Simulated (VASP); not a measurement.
# HfC (rocksalt type) (Fm-3m) in VASP: further runs

HfC (rocksalt type) is run at these levels: PBE; tasks: electric field gradients.

Everything below comes from runs of VASP 6.6.1. Logs are shortened: lines on timing, memory, paths and dates and some standing lists are left out, and cuts for length are marked.

### Step 1. The cell of the first run

Symmetry: Fm-3m, No. 225, cubic system. Conventional cell: a = 4.557 Å, b = 4.557 Å, c = 4.557 Å, α = 90.00°, β = 90.00°, γ = 90.00°. Within 3.0 Å of Hf (site symmetry m-3m) lie 6 C at 2.28 Å. Within 3.0 Å of C (site symmetry m-3m) lie 6 Hf at 2.28 Å.

### Step 2. Electric field gradients, PBE (11.83 Å³/atom)

File INCAR:

```
SYSTEM = HfC
ALGO = Normal ; EDIFF = 1E-8
ENCUT = 520 ; GGA = PE
ISIF = 2 ; ISMEAR = -1
LASPH = .True. ; LCHARG = .False.
LEFG = .True. ; LREAL = .False.
LWAVE = .False. ; NBANDS = 14
NELM = 80 ; PREC = Accurate
SIGMA = 0.05
```

File KPOINTS:

```
k-points
0
Gamma
  16 16 16
  0 0 0
```

File POSCAR:

```
HfC
1.0
    0.0000000000      2.2786553605      2.2786553605
    2.2786553605      0.0000000000      2.2786553605
    2.2786553605      2.2786553605      0.0000000000
Hf C
1 1
Direct
    0.0000000000      0.0000000000      0.0000000000
    0.5000000000      0.5000000000      0.5000000000
```

Potentials or basis: VASP PAW PBE potentials, release 64 (Hf_pv, C).

Command:

```bash
$ cat potpaw_PBE.64/Hf_pv/POTCAR potpaw_PBE.64/C/POTCAR > POTCAR
$ mpirun -np 1 vasp_std > vasp.out
```

OUTCAR:

```text
SYSTEM = HfC
   EDIFF = 1E-8
   ENCUT = 520
   GGA = PE
   ISIF = 2
   ISMEAR = -1
   LASPH = .True.
   LREAL = .False.
   NELM = 80
   PREC = Accurate

 ion  position               nearest neighbor table
   1  0.000  0.000  0.000-   2 2.28   2 2.28   2 2.28   2 2.28   2 2.28   2 2.28
   2  0.500  0.500  0.500-   1 2.28   1 2.28   1 2.28   1 2.28   1 2.28   1 2.28

  LATTYP: Found a face centered cubic cell.
 ALAT       =     4.5573107210

  Lattice vectors:

 A1 = (   0.0000000000,   2.2786553605,   2.2786553605)
 A2 = (   2.2786553605,   0.0000000000,   2.2786553605)
 A3 = (   2.2786553605,   2.2786553605,   0.0000000000)

Analysis of symmetry for initial positions (statically):
=====================================================================
 Subroutine PRICEL returns:
 Original cell was already a primitive cell.

 Routine SETGRP: Setting up the symmetry group for a
 face centered cubic supercell.

 Subroutine GETGRP returns: Found 48 space group operations
 (whereof 48 operations were pure point group operations)
 out of a pool of 48 trial point group operations.

The static configuration has the point symmetry O_h .

Analysis of symmetry for dynamics (positions and initial velocities):
=====================================================================
 Subroutine PRICEL returns:
 Original cell was already a primitive cell.

 Routine SETGRP: Setting up the symmetry group for a
 face centered cubic supercell.

 Subroutine GETGRP returns: Found 48 space group operations
 (whereof 48 operations were pure point group operations)
 out of a pool of 48 trial point group operations.

The dynamic configuration has the point symmetry O_h .

 Subroutine INISYM returns: Found 48 space group operations
 (whereof 48 operations are pure point group operations),
 and found     1 'primitive' translations

----------------------------------------------------------------------------------------

                                     Primitive cell

  volume of cell :      23.6628

  direct lattice vectors                    reciprocal lattice vectors
     0.000000000  2.278655361  2.278655361    -0.219427654  0.219427654  0.219427654
     2.278655361  0.000000000  2.278655361     0.219427654 -0.219427654  0.219427654
     2.278655361  2.278655361  0.000000000     0.219427654  0.219427654 -0.219427654

  length of vectors
     3.222505315  3.222505315  3.222505315     0.380059845  0.380059845  0.380059845

  position of ions in fractional coordinates (direct lattice)
     0.000000000  0.000000000  0.000000000
     0.500000000  0.500000000  0.500000000

  ion indices of the primitive-cell ions
   primitive index   ion index
                 1           1
                 2           2

----------------------------------------------------------------------------------------

 KPOINTS: k-points

Automatic generation of k-mesh.
 Grid dimensions read from file:
 generate k-points for:   16   16   16

 Generating k-lattice:

  Cartesian coordinates                     Fractional coordinates (reciprocal lattice)
    -0.013714228  0.013714228  0.013714228     0.062500000  0.000000000  0.000000000
     0.013714228 -0.013714228  0.013714228     0.000000000  0.062500000  0.000000000
     0.013714228  0.013714228 -0.013714228     0.000000000  0.000000000  0.062500000

  Length of vectors
     0.023753740  0.023753740  0.023753740

  Shift w.r.t. Gamma in fractional coordinates (k-lattice)
     0.000000000  0.000000000  0.000000000

 Subroutine IBZKPT returns following result:
 ===========================================

 Found    145 irreducible k-points:

 Following reciprocal coordinates:
            Coordinates               Weight
  0.000000  0.000000  0.000000      1.000000
  0.062500  0.000000  0.000000      8.000000
  0.125000  0.000000  0.000000      8.000000
  0.187500  0.000000  0.000000      8.000000
  0.250000  0.000000  0.000000      8.000000
  0.312500  0.000000  0.000000      8.000000
[... 16 lines left out ...]
 -0.125000  0.062500  0.000000     24.000000
 -0.062500  0.062500  0.000000     12.000000
 [... further k-points ...]
   k-points           NKPTS =    145   k-points in BZ     NKDIM =    145   number of bands    NBANDS=     14
   number of dos      NEDOS =    301   number of ions     NIONS =      2
   total plane-waves  NPLWV =  13824
   dimension x,y,z NGX =    24 NGY =   24 NGZ =   24
   dimension x,y,z NGXF=    48 NGYF=   48 NGZF=   48
   ions per type =               1   1
   NGX,Y,Z   is equivalent  to a cutoff of  12.38, 12.38, 12.38 a.u.
   NGXF,Y,Z  is equivalent  to a cutoff of  24.76, 24.76, 24.76 a.u.
 SYSTEM =  HfC
   PREC   = accura    normal or accurate (medium, high low for compatibility)
   ISTART =      0    job   : 0-new  1-cont  2-samecut
   ICHARG =      2    charge: 1-file 2-atom 10-const
   ISPIN  =      1    spin polarized calculation?
   LNONCOLLINEAR =      F non collinear calculations
   LSORBIT =      F    spin-orbit coupling
   LASPH  =      T    aspherical Exc in radial PAW
   ENCUT  =  520.0 eV  38.22 Ry    6.18 a.u.   5.99  5.99  5.99*2*pi/ulx,y,z
   NELM   =     80;   NELMIN=  2; NELMDL= -5     # of ELM steps
   EDIFF  = 0.1E-07   stopping-criterion for ELM
   LREAL  =      F    real-space projection
   EDIFFG = 0.1E-06   stopping-criterion for IOM
   NSW    =      0    number of steps for IOM
   IBRION =     -1    ionic relax: 0-MD 1-quasi-New 2-CG
   NFREE  =      0    steps in history (QN), initial steepest desc. (CG)
   ISIF   =      2    stress and relaxation
   ISYM   =      2    0-nonsym 1-usesym 2-fastsym
   POTIM  = 0.5000    time-step for ionic-motion
   TEBEG  =    0.0;   TEEND  =   0.0 temperature during run
   PSTRESS=    0.0 pullay stress
   NELECT =      14.0000    total number of electrons
   NUPDOWN=      -1.0000    fix difference up-down
   EMIN   =  10.00;   EMAX   =-10.00  energy-range for DOS
   EFERMI =   0.00;   METHOD = LEGACY
   ISMEAR =    -1;   SIGMA  =   0.05  broadening in eV -4-tet -1-fermi 0-gaus
   EFERMI_NEDOS =   21; number of points for ismear=-14 and -15
   IALGO  =     38    algorithm
   IMIX   =      4    mixing-type and parameters
     AMIX     =   0.40;   BMIX     =  1.00
     AMIX_MAG =   1.60;   BMIX_MAG =  1.00
  volume/ion in A,a.u.               =      11.83        79.84
  Fermi-wavevector in a.u.,A,eV,Ry     =   1.374344  2.597134 25.698985  1.888822
  Thomas-Fermi vector in A             =   2.499779
   LORBIT       =      0    0 simple, 1 ext, 2 COOP (PROOUT), +10 PAW based schemes
   GGA     = PE    functional components
   LHFCALC =     F    Hartree Fock is set to
   AEXX    =    0.0000 exact exchange contribution
   IVDW    =     0    specifies the selected vdW correction
   LEPSILON=     F    determine dielectric tensor
   LRPA    =     F    only Hartree local field effects (RPA)
 non-spin polarized calculation
  energy-cutoff  :      520.00
  volume of cell :       23.66
 maximum number of plane-waves:       652
   NGX = 11   NGY = 11   NGZ = 11

 number of electron      14.0000000 magnetization

 Free energy of the ion-electron system (eV)
  ---------------------------------------------------
  ext. energy  EPLUGINS =         0.00000000
  ---------------------------------------------------
  free energy    TOTEN  =       -20.97910293 eV

  energy without entropy =      -20.97606953  energy(sigma->0) =      -20.97758623

 E-fermi :   6.4053     XC(G=0): -12.5868

 val. band max:        6.3995830250   @ k =   0.1250   0.0625   0.0000
 cond. band min:       6.4155773744   @ k =   0.4375   0.3750   0.0000
 fundamental gap:      0.0159943495
 Fermi energy:         6.4052913792

 k-point     1 :       0.0000    0.0000    0.0000
  band No.  band energies     occupation
      1     -22.8486      2.00000
      2     -22.8486      2.00000
      3     -22.8486      2.00000
      4      -6.1881      2.00000
      5       7.4593      0.00000
      6       7.4593      0.00000
      7       7.4593      0.00000
      8       7.8337      0.00000
      9       7.8337      0.00000
     10       7.8337      0.00000
     11      10.0078      0.00000
     12      10.0078      0.00000
     13      13.9875      0.00000
     14      17.6046      0.00000

 k-point     2 :       0.0625    0.0000    0.0000
  band No.  band energies     occupation
      1     -22.8837      2.00000
      2     -22.8518      2.00000
      3     -22.8518      2.00000
      4      -6.0795      2.00000
      5       6.6735      0.00931
      6       6.9135      0.00008
      7       6.9135      0.00008
      8       8.0711      0.00000
      9       8.0711      0.00000
     10       8.3722      0.00000
     11      10.5363      0.00000
     12      10.5363      0.00000
     13      14.2075      0.00000
     14      17.9065      0.00000

 k-point     3 :       0.1250    0.0000    0.0000
  band No.  band energies     occupation
      1     -22.9821      2.00000
      2     -22.8609      2.00000
      3     -22.8609      2.00000
      4      -5.7633      2.00000
      5       5.5779      2.00000
      6       6.0649      1.99779
      7       6.0649      1.99779
      8       8.4324      0.00000
      9       8.4324      0.00000
     10       8.8297      0.00000
     11      11.6737      0.00000
     12      11.6737      0.00000
     13      14.7826      0.00000
     14      18.7484      0.00000
[... 324 lines left out ...]
 k-point    23 :      -0.1250    0.0625    0.0000
  band No.  band energies     occupation
      1     -23.0391      2.00000
      2     -22.8928      2.00000
      3     -22.8565      2.00000
      4      -5.5307      2.00000
      5       4.9905      2.00000
      6       5.5020      2.00000
      7       5.7815      1.99999
      8       8.3114      0.00000
      9       9.0042      0.00000
     10       9.3098      0.00000
     11      11.4619      0.00000
     12      12.8945      0.00000
     13      15.2343      0.00000
     14      19.3403      0.00000

 k-point    24 :      -0.0625    0.0625    0.0000
  band No.  band energies     occupation
      1     -22.9320      2.00000
      2     -22.8711      2.00000
      3     -22.8507      2.00000
      4      -5.9029      2.00000
      5       6.0119      1.99923
      6       6.3035      1.76920
      7       6.4268      0.78814
      8       8.0060      0.00000
      9       8.7018      0.00000
     10       8.7197      0.00000
     11      10.6517      0.00000
     12      11.5950      0.00000
     13      14.5690      0.00000
     14      18.3860      0.00000

 [... further k-points ...]

------------------------ aborting loop because EDIFF is reached ----------------------------------------

  FORCE on cell =-STRESS in cart. coord.  units (eV):
  Direction    XX          YY          ZZ          XY          YZ          ZX
  --------------------------------------------------------------------------------------
  -------------------------------------------------------------------------------------
  Total        2.3314081      2.3314081      2.3314081      0.0000000     -0.0000000      0.0000000
  in kB      157.8566752    157.8566752    157.8566752      0.0000000     -0.0000000      0.0000000
  external PRESSURE =     157.8566752 kB  Pullay stress =       0.0000000 kB

 VOLUME and BASIS-vectors are now :
 -----------------------------------------------------------------------------
  energy-cutoff  :      520.00
  volume of cell :       23.66
      direct lattice vectors                 reciprocal lattice vectors
     0.000000000  2.278655361  2.278655361    -0.219427654  0.219427654  0.219427654
     2.278655361  0.000000000  2.278655361     0.219427654 -0.219427654  0.219427654
     2.278655361  2.278655361  0.000000000     0.219427654  0.219427654 -0.219427654

 POSITION                                       TOTAL-FORCE (eV/Angst)
 -----------------------------------------------------------------------------------
      0.00000      0.00000      0.00000         0.000000     -0.000000      0.000000
      2.27866      2.27866      2.27866        -0.000000      0.000000      0.000000
 -----------------------------------------------------------------------------------
    total drift:                                0.000000     -0.000000     -0.000000

  FREE ENERGIE OF THE ION-ELECTRON SYSTEM (eV)
  ---------------------------------------------------
  free  energy   TOTEN  =       -20.9791029275 eV

  energy  without entropy=      -20.9760695269  energy(sigma->0) =      -20.97758623

 Electric field gradients (V/A^2)
---------------------------------------------------------------------
 ion       V_xx      V_yy      V_zz      V_xy      V_xz      V_yz
---------------------------------------------------------------------
   1      -0.000     0.000    -0.000    -0.000    -0.000    -0.000
   2      -0.000     0.000    -0.000     0.000     0.000     0.000
---------------------------------------------------------------------

 Electric field gradients after diagonalization (V/A^2)
 (convention: |V_zz| > |V_xx| > |V_yy|)
----------------------------------------------------------------------
 ion       V_xx      V_yy      V_zz     asymmetry (V_yy - V_xx)/ V_zz
----------------------------------------------------------------------
   1       0.000     0.000    -0.001       0.000
   2      -0.000    -0.000     0.001       0.000
----------------------------------------------------------------------

           NMR quadrupolar parameters

 Cq : quadrupolar parameter    Cq=e*Q*V_zz/h
 eta: asymmetry parameters     (V_yy - V_xx)/ V_zz
 Q  : nuclear electric quadrupole moment in mb (millibarn)
----------------------------------------------------------------------
 ion       Cq(MHz)       eta       Q (mb)
----------------------------------------------------------------------
   1      -0.000       0.000       1.000
   2       0.000       0.000       1.000
----------------------------------------------------------------------
```

Wall time 47 s (1 thread of Intel Xeon 8259CL, shared host); peak memory 0.18 GiB.

Results:

| Item | Value |
| --- | --- |
| Free energy | -20.9791 eV |
| Pressure | 15.8 GPa |
| Band gap on the k mesh | zero (bands 7 and 8 overlap by 1.46 eV) |
| Largest electric field gradient by atom | zero within the noise of the run |

Caveat: the cell stands under pressure; spin-orbit coupling is left out, which moves the levels of the heavy elements.

(Continued in part 2 of 4.)
